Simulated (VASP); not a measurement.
Write the native input for VASP 6.6.1 that does the following.

```
Task                   : single point
Functional             : PBE
Potentials or basis    : VASP PAW PBE potentials, release 64 (Pb_d, O)
Cutoff                 : 520 eV
k mesh                 : 12 × 12 × 6
Occupations            : fermi-dirac, width 0.02 eV
Spin                   : no spin polarisation
Dipole correction      : no
Further INCAR settings : ALGO = Normal; EDIFF = 1e-07; NBANDS = 28
```

The structure of PbO lies in POSCAR:

```
PbO
1.0
    4.3044152338      0.0000000000      0.0000000000
   -2.1522076169      3.7277329409      0.0000000000
    0.0000000000      0.0000000000      5.3330530216
Pb O
2 2
Direct
    0.3333333333      0.6666666667      0.2500000000
    0.6666666667      0.3333333333      0.7500000000
    0.6666666667      0.3333333333      0.2500000000
    0.3333333333      0.6666666667      0.7500000000
```

The input as run:

INCAR

```
SYSTEM = PbO
PREC = Accurate
ENCUT = 520
EDIFF = 1E-7
ISMEAR = -1
SIGMA = 0.02
LREAL = .False.
LASPH = .True.
NELM = 60
ALGO = Normal
ISIF = 2
LWAVE = .False.
LCHARG = .True.
GGA = PE
LELF = .True.
LVHAR = .True.
NBANDS = 28
```

KPOINTS

```
Automatic mesh
0
Gamma
  12 12 6
  0 0 0
```

Potentials or basis: VASP PAW PBE potentials, release 64 (Pb_d, O).

Launch:

```sh
$ cat potpaw_PBE.64/Pb_d/POTCAR potpaw_PBE.64/O/POTCAR > POTCAR
$ mpirun -np 1 vasp_std > vasp.out
```

It gave:

| Property | Result |
| --- | --- |
| Pressure | 0.0 GPa |
| Band gap on the k mesh | 1.31 eV, direct |

Caveat: spin-orbit coupling is left out, which moves the levels of the heavy elements.

Wall time 2.8 min on 1 thread of Intel(R) Xeon(R) Platinum 8488C (Sapphire Rapids) (shared host), peak memory 0.29 GiB.
